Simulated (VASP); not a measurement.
# AlN (P6_3/mmc) in VASP: further runs, part 2 of 2

VASP 6.6.1. Earlier steps stand in the parts before.

## Step 4: Single point, PBEsol (volume 9.770 Å^3 an atom, c/a of the conventional cell 1.2144)

The input, INCAR:

```
  PREC = Accurate
  ENCUT = 520
  EDIFF = 1E-6
  ISMEAR = 0
  SIGMA = 0.05
  LREAL = False
  LASPH = True
  NELM = 60
  ALGO = Normal
  ISIF = 2
  LWAVE = False
  LCHARG = True
  GGA = PS
  LELF = True
  LVHAR = True
  NBANDS = 16
```

The input, KPOINTS:

```
Automatic mesh
0
Gamma
  9 9 6
```

The input, POSCAR:

```
AlN
1.0
    3.3369420520      0.0000000000      0.0000000000
   -1.6684710260      2.8898765880      0.0000000000
    0.0000000000      0.0000000000      4.0523824279
Al N
2 2
Direct
    0.3333333333      0.6666666667      0.7500000000
    0.6666666667      0.3333333333      0.2500000000
    0.3333333333      0.6666666667      0.2500000000
    0.6666666667      0.3333333333      0.7500000000
```

Potentials or basis: VASP PAW PBE potentials, release 64 (Al, N).

Run with:

```bash
$ cat potpaw_PBE.64/Al/POTCAR potpaw_PBE.64/N/POTCAR > POTCAR
$ mpirun -np 1 vasp_std > vasp.out
```

OUTCAR:

```text
PREC = Accurate
   ENCUT = 520
   EDIFF = 1E-6
   ISMEAR = 0
   LREAL = False
   LASPH = True
   NELM = 60
   ISIF = 2
   GGA = PS

 ion  position               nearest neighbor table
   1  0.333  0.667  0.750-   4 1.93   4 1.93   4 1.93   3 2.03   3 2.03   2 2.80   2 2.80   2 2.80
                             2 2.80   2 2.80   2 2.80
   2  0.667  0.333  0.250-   3 1.93   3 1.93   3 1.93   4 2.03   4 2.03   1 2.80   1 2.80   1 2.80
                             1 2.80   1 2.80   1 2.80
   3  0.333  0.667  0.250-   2 1.93   2 1.93   2 1.93   1 2.03   1 2.03
   4  0.667  0.333  0.750-   1 1.93   1 1.93   1 1.93   2 2.03   2 2.03

  LATTYP: Found a hexagonal cell.
 ALAT       =     3.3369420520
 C/A-ratio  =     1.2144000000

  Lattice vectors:

 A1 = (   3.3369420520,   0.0000000000,   0.0000000000)
 A2 = (  -1.6684710260,   2.8898765880,   0.0000000000)
 A3 = (   0.0000000000,   0.0000000000,   4.0523824279)

Analysis of symmetry for initial positions (statically):
=====================================================================
 Subroutine PRICEL returns:
 Original cell was already a primitive cell.

 Routine SETGRP: Setting up the symmetry group for a
 hexagonal supercell.

 Subroutine GETGRP returns: Found 24 space group operations
 (whereof 12 operations were pure point group operations)
 out of a pool of 24 trial point group operations.

The static configuration has the point symmetry D_3d.
 The point group associated with its full space group is D_6h.

Analysis of symmetry for dynamics (positions and initial velocities):
=====================================================================
 Subroutine PRICEL returns:
 Original cell was already a primitive cell.

 Routine SETGRP: Setting up the symmetry group for a
 hexagonal supercell.

 Subroutine GETGRP returns: Found 24 space group operations
 (whereof 12 operations were pure point group operations)
 out of a pool of 24 trial point group operations.

The dynamic configuration has the point symmetry D_3d.
 The point group associated with its full space group is D_6h.

 Subroutine INISYM returns: Found 24 space group operations
 (whereof 12 operations are pure point group operations),
 and found     1 'primitive' translations

----------------------------------------------------------------------------------------

                                     Primitive cell

  volume of cell :      39.0785

  direct lattice vectors                    reciprocal lattice vectors
     3.336942052  0.000000000  0.000000000     0.299675567  0.173017769  0.000000000
    -1.668471026  2.889876588  0.000000000     0.000000000  0.346035538  0.000000000
     0.000000000  0.000000000  4.052382428     0.000000000  0.000000000  0.246768418

  length of vectors
     3.336942052  3.336942052  4.052382428     0.346035538  0.346035538  0.246768418

  position of ions in fractional coordinates (direct lattice)
     0.333333333  0.666666667  0.750000000
     0.666666667  0.333333333  0.250000000
     0.333333333  0.666666667  0.250000000
     0.666666667  0.333333333  0.750000000

  ion indices of the primitive-cell ions
   primitive index   ion index
                 1           1
                 2           2
                 3           3
                 4           4

[... 24 lines left out ...]
 Found     48 irreducible k-points:

 Following reciprocal coordinates:
            Coordinates               Weight
  0.000000  0.000000  0.000000      1.000000
  0.111111 -0.000000  0.000000      6.000000
  0.222222  0.000000  0.000000      6.000000
  0.333333 -0.000000  0.000000      6.000000
  0.444444  0.000000  0.000000      6.000000
  0.111111  0.111111  0.000000      6.000000
[... 16 lines left out ...]
  0.333333  0.222222  0.166667     24.000000
  0.333333  0.333333  0.166667      4.000000
 [... further k-points ...]
   k-points           NKPTS =     48   k-points in BZ     NKDIM =     48   number of bands    NBANDS=     16
   number of dos      NEDOS =    301   number of ions     NIONS =      4
   total plane-waves  NPLWV =  23520
   dimension x,y,z NGX =    28 NGY =   28 NGZ =   30
   dimension x,y,z NGXF=    56 NGYF=   56 NGZF=   60
   ions per type =               2   2
   NGX,Y,Z   is equivalent  to a cutoff of  13.95, 13.95, 12.31 a.u.
   NGXF,Y,Z  is equivalent  to a cutoff of  27.90, 27.90, 24.61 a.u.
 SYSTEM =  unknown system
   PREC   = accura    normal or accurate (medium, high low for compatibility)
   ISTART =      0    job   : 0-new  1-cont  2-samecut
   ICHARG =      2    charge: 1-file 2-atom 10-const
   ISPIN  =      1    spin polarized calculation?
   LNONCOLLINEAR =      F non collinear calculations
   LSORBIT =      F    spin-orbit coupling
   LASPH  =      T    aspherical Exc in radial PAW
   ENCUT  =  520.0 eV  38.22 Ry    6.18 a.u.   6.20  6.20  7.53*2*pi/ulx,y,z
   NELM   =     60;   NELMIN=  2; NELMDL= -5     # of ELM steps
   EDIFF  = 0.1E-05   stopping-criterion for ELM
   LREAL  =      F    real-space projection
   EDIFFG = 0.1E-04   stopping-criterion for IOM
   NSW    =      0    number of steps for IOM
   IBRION =     -1    ionic relax: 0-MD 1-quasi-New 2-CG
   NFREE  =      0    steps in history (QN), initial steepest desc. (CG)
   ISIF   =      2    stress and relaxation
   ISYM   =      2    0-nonsym 1-usesym 2-fastsym
   POTIM  = 0.5000    time-step for ionic-motion
   TEBEG  =    0.0;   TEEND  =   0.0 temperature during run
   PSTRESS=    0.0 pullay stress
   NELECT =      16.0000    total number of electrons
   NUPDOWN=      -1.0000    fix difference up-down
   EMIN   =  10.00;   EMAX   =-10.00  energy-range for DOS
   EFERMI =   0.00;   METHOD = LEGACY
   ISMEAR =     0;   SIGMA  =   0.05  broadening in eV -4-tet -1-fermi 0-gaus
   EFERMI_NEDOS =   21; number of points for ismear=-14 and -15
   IALGO  =     38    algorithm
   IMIX   =      4    mixing-type and parameters
     AMIX     =   0.40;   BMIX     =  1.00
     AMIX_MAG =   1.60;   BMIX_MAG =  1.00
  volume/ion in A,a.u.               =       9.77        65.93
  Fermi-wavevector in a.u.,A,eV,Ry     =   1.215632  2.297211 20.106153  1.477761
  Thomas-Fermi vector in A             =   2.351012
   LORBIT       =      0    0 simple, 1 ext, 2 COOP (PROOUT), +10 PAW based schemes
   GGA     = PS    functional components
   LHFCALC =     F    Hartree Fock is set to
   AEXX    =    0.0000 exact exchange contribution
   IVDW    =     0    specifies the selected vdW correction
   LEPSILON=     F    determine dielectric tensor
   LRPA    =     F    only Hartree local field effects (RPA)
 non-spin polarized calculation
 Gauss-broadening in eV      SIGMA  =   0.05
  energy-cutoff  :      520.00
  volume of cell :       39.08
 maximum number of plane-waves:      1066
 NGX is ok and might be reduce to    28
   NGX = 13   NGY = 13   NGZ = 15

 number of electron      16.0000000 magnetization

 Free energy of the ion-electron system (eV)
  ---------------------------------------------------
  ext. energy  EPLUGINS =         0.00000000
  ---------------------------------------------------
  free energy    TOTEN  =       -30.92805698 eV

  energy without entropy =      -30.92805698  energy(sigma->0) =      -30.92805698

 E-fermi :   8.1539     XC(G=0): -11.4249

 val. band max:        7.8772046096   @ k =   0.0000   0.0000   0.0000
 cond. band min:      11.3026278461   @ k =   0.0000   0.0000   0.0000
 fundamental gap:      3.4254232366
 Fermi energy:         8.1539089194

 k-point     1 :       0.0000    0.0000    0.0000
  band No.  band energies     occupation
      1      -8.8778      2.00000
      2      -4.9066      2.00000
      3       1.1026      2.00000
      4       4.5811      2.00000
      5       4.5811      2.00000
      6       6.4748      2.00000
[... 433 lines left out ...]
      3       1.3392      2.00000
      4       2.4127      2.00000
      5       2.4127      2.00000
      6       5.2243      2.00000
[... 8 lines left out ...]
     15      19.3722      0.00000
     16      21.3552      0.00000

 [... further k-points ...]
[... 5 lines left out ...]
  --------------------------------------------------------------------------------------
  -------------------------------------------------------------------------------------
  Total       -0.6481146     -0.6481146      1.0378374      0.0000000      0.0000000      0.0000000
  in kB      -26.5719866    -26.5719866     42.5501905      0.0000000      0.0000000      0.0000000
  external PRESSURE =      -3.5312609 kB  Pullay stress =       0.0000000 kB

 VOLUME and BASIS-vectors are now :
 -----------------------------------------------------------------------------
  energy-cutoff  :      520.00
  volume of cell :       39.08
      direct lattice vectors                 reciprocal lattice vectors
     3.336942052  0.000000000  0.000000000     0.299675567  0.173017769  0.000000000
    -1.668471026  2.889876588  0.000000000     0.000000000  0.346035538  0.000000000
     0.000000000  0.000000000  4.052382428     0.000000000  0.000000000  0.246768418

 POSITION                                       TOTAL-FORCE (eV/Angst)
 -----------------------------------------------------------------------------------
     -0.00000      1.92658      3.03929         0.000000      0.000000      0.000000
      1.66847      0.96329      1.01310        -0.000000     -0.000000      0.000000
     -0.00000      1.92658      1.01310         0.000000     -0.000000      0.000000
      1.66847      0.96329      3.03929        -0.000000      0.000000      0.000000
 -----------------------------------------------------------------------------------
    total drift:                                0.000000     -0.000000      0.000000

  FREE ENERGIE OF THE ION-ELECTRON SYSTEM (eV)
  ---------------------------------------------------
  free  energy   TOTEN  =       -30.9280569757 eV

  energy  without entropy=      -30.9280569757  energy(sigma->0) =      -30.92805698
```

It took 26 s on 1 thread of Intel Xeon 6975P-C, shared host; peak memory 0.17 GiB.

What came out:

```yaml
Free_energy: -30.9281 eV
Pressure: -0.4 GPa
Band_gap_on_the_k_mesh: 3.43 eV, direct
```

Levels at points of the mesh, in eV from the valence-band top:
```csv
k point,band 4,band 5,band 6,band 7,band 8,band 9,band 10,band 11,band 12,band 13
"(0.00, 0.00, 0.00)",-3.30,-3.30,-1.40,-1.40,0.00,3.43,4.51,8.19,8.19,11.50
"(0.00, 0.00, 0.50)",-3.64,-2.39,-2.39,-2.39,-2.39,5.81,5.81,8.29,8.29,8.29
```

Caveat: the PAW data sets were made with another functional, which shifts forces and pressure a little.

## Step 5: The runs side by side

```csv
cell,gap on the mesh (eV),pressure (GPa)
"a = 3.249, b = 3.249, c = 4.275 Å, angles 90.0, 90.0, 120.0°, 4 atoms",3.23,2.0
"a = 3.266, b = 3.266, c = 4.230 Å, angles 90.0, 90.0, 120.0°, 4 atoms",3.26,1.1
"a = 3.337, b = 3.337, c = 4.052 Å, angles 90.0, 90.0, 120.0°, 4 atoms",3.43,-0.4
```

Alike in all rows: task single point; level PBEsol; potentials or basis VASP PAW PBE potentials, release 64 (Al, N); no spin polarisation; k mesh 9 × 9 × 6; cutoff (eV) 520; smearing gaussian 0.05 eV.

Caveats: the PAW data sets were made with another functional, which shifts forces and pressure a little.

Absolute energies hang on the potentials; compare differences alone.
